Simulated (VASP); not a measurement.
A run of VASP 6.6.1 is set up as follows.

INCAR

```
SYSTEM = Fe
PREC     = Accurate       ! precision mode
ENCUT    = 520            ! plane-wave cutoff, eV
EDIFF    = 1E-6           ! SCF threshold, eV
ISMEAR   = -1             ! smearing method
SIGMA    = 0.1            ! smearing width, eV
LREAL    = .FALSE.        ! projectors in reciprocal space
LASPH    = .TRUE.         ! aspherical terms in the spheres
NELM     = 150            ! most SCF steps
ALGO     = Normal         ! electronic algorithm
ISIF     = 2              ! what is computed and relaxed
LWAVE    = .FALSE.        ! write WAVECAR
LCHARG   = .TRUE.         ! write CHGCAR
ISPIN    = 2              ! spin polarisation
MAGMOM   = 0              ! initial moments
LORBIT   = 11             ! projections on sites
NUPDOWN  = 0.0            ! fixed moment
LMAXMIX  = 4              ! l up to which the mixer works
GGA      = PE             ! functional
LELF     = .TRUE.         ! ELF
LVHAR    = .TRUE.       
NBANDS   = 14             ! bands
```

KPOINTS

```
Automatic mesh
0
G
  12 12 12
  0 0 0
```

Contents of POSCAR:

```
Fe
1.0
    0.0000000000      1.8260000000      1.8260000000
    1.8260000000      0.0000000000      1.8260000000
    1.8260000000      1.8260000000      0.0000000000
Fe
1
Direct
    0.0000000000      0.0000000000      0.0000000000
```

Potentials or basis: VASP PAW PBE potentials, release 64 (Fe).

The run is started by

```bash
$ cat potpaw_PBE.64/Fe/POTCAR > POTCAR
$ mpirun -np 1 vasp_std > vasp.out
```

Question: What does it give for the pressure?

Answer: -32.3 GPa.

Caveat: the total moment is fixed, so each spin has its own Fermi level.
